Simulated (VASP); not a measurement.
A run of VASP 6.6.1 is set up as follows.

File INCAR:

```
PREC = Accurate
ENCUT = 520
EDIFF = 1E-7
ISMEAR = -1
SIGMA = 0.08
LREAL = False
LASPH = True
NELM = 60
ALGO = Normal
ISIF = 2
LWAVE = False
LCHARG = True
GGA = PE
LELF = True
LVHAR = True
NBANDS = 21
```

File KPOINTS:

```
Automatic mesh
0
Gamma
  16 16 16
```

POSCAR

```
Mo
1.0
   -2.5347666472      2.5347666472      1.3232624363
    2.5347666472     -2.5347666472      1.3232624363
    2.5347666472      2.5347666472     -1.3232624363
Mo
2
Direct
   -0.3750000000     -0.1250000000     -0.2500000000
    0.3750000000      0.1250000000      0.2500000000
```

Potentials or basis: VASP PAW PBE potentials, release 64 (Mo_sv).

The run is started by

```sh
$ cat potpaw_PBE.64/Mo_sv/POTCAR > POTCAR
$ mpirun -np 1 vasp_std > vasp.out
```

Estimate the band gap on the k mesh.

zero (band 14 reaches 13.01 eV, above the bottom of band 15 at 10.21 eV).

What does it give for the pressure?

-0.8 GPa.
